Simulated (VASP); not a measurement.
Wanted: the native input for a VASP 6.6.1 run.

| Item | Value |
| --- | --- |
| Task | electric field gradients |
| Functional | PBEsol |
| Potentials or basis | VASP PAW PBE potentials, release 64 (N) |
| Cutoff | 520 eV |
| k mesh | 4 × 4 × 4 |
| Occupations | fermi-dirac, width 0.02 eV |
| Spin | no spin polarisation |
| Dipole correction | no |
| Further INCAR settings | ALGO = Normal; EDIFF = 1e-08; NBANDS = 18 |

The structure of N lies in POSCAR:

```
N
1.0
    5.6490000000      0.0282450000      0.0282450000
    0.0282450000      5.6490000000      0.0282450000
    0.0282450000      0.0282450000      5.6490000000
N
4
Direct
    0.0300000000      0.0300000000      0.0300000000
    0.4700000000      0.9700000000      0.5300000000
    0.5300000000      0.4700000000      0.9700000000
    0.9700000000      0.5300000000      0.4700000000
```

This cell differs from its parent crystal: equal xy, yz and zx shear strains of +1 %.

One way to write it, as run:

INCAR

```
ALGO = Normal
EDIFF = 1E-8
ENCUT = 520
GGA = PS
ISIF = 2
ISMEAR = -1
LASPH = T
LCHARG = F
LEFG = T
LREAL = F
LWAVE = F
NBANDS = 18
NELM = 100
PREC = Accurate
SIGMA = 0.02
```

KPOINTS

```
k-points
0
Gamma
  4 4 4
```

Potentials or basis: VASP PAW PBE potentials, release 64 (N).

Launch:

```sh
$ cat potpaw_PBE.64/N/POTCAR > POTCAR
$ mpirun -np 1 vasp_std > vasp.out
```

Results of the run:

```
Pressure               : -4.1 GPa
Largest force          : 0.399 eV/Å
Band gap on the k mesh : zero (band 10 reaches -5.30 eV, above the bottom of band 11 at -5.46 eV)
```

Caveat: the cell differs from its parent crystal (equal xy, yz and zx shear strains of +1 %); without QUAD_EFG the Cq values of the log hold for a quadrupole moment of 1 mb, not for the nuclei; the PAW data sets were made with another functional, which shifts forces and pressure a little.

Run time: 75 s on 1 thread of AMD EPYC 7R13, on a shared host, peak memory 0.22 GiB.
